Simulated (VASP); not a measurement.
# Bi: single point with PBE

Crystal: Bi.

```
Bi
1.0
     3.48860   -3.13258    0.00000
     3.48860    3.13258    0.00000
    -1.26023    0.00000    3.11355
Bi
2
Cartesian
  4.1738 0.0000 2.6695
  1.5432 0.0000 0.4440
```

| Quantity | Value |
| --- | --- |
| Program | VASP 6.6.1 |
| Task | single point |
| Functional | PBE |
| Potentials or basis | VASP PAW PBE potentials, release 64 (Bi_d) |
| Cutoff | 520 eV |
| k mesh | 6 × 6 × 9 |
| Occupations | fermi-dirac, width 0.05 eV |
| Spin | no spin polarisation |

```
Pressure               : 0.0 GPa
Largest force          : 0.042 eV/Å
Band gap on the k mesh : zero (band 15 reaches 9.92 eV, above the bottom of band 16 at 5.08 eV)
```

Forces on the atoms (eV/Å):
```
Bi   0.039  0.000  0.015
Bi  -0.039  0.000 -0.015
```

Stress tensor (GPa, compression positive):
```
-0.01  0.00 -0.27
 0.00 -0.68  0.00
-0.27  0.00  0.73
```

Levels at points of the mesh, in eV from the Fermi level:
```csv
k point,band 11,band 12,band 13,band 14,band 15,band 16,band 17,band 18,band 19,band 20
"(0.00, 0.00, 0.00)",-13.09,-9.17,-3.06,-2.78,2.78,3.06,3.73,4.11,4.27,6.73
"(0.50, 0.00, 0.00)",-11.65,-11.44,-1.13,-0.96,-0.73,-0.67,3.41,4.54,7.66,8.37
"(0.50, 0.50, 0.00)",-11.25,-10.99,-4.92,-4.90,3.14,3.89,5.18,5.53,8.87,9.73
```

It took 110 s on 1 thread of Intel(R) Xeon(R) Platinum 8559C (Emerald Rapids), with other jobs on the host, peak memory 0.25 GiB.

Caveat: spin-orbit coupling is left out, which moves the levels of the heavy elements.
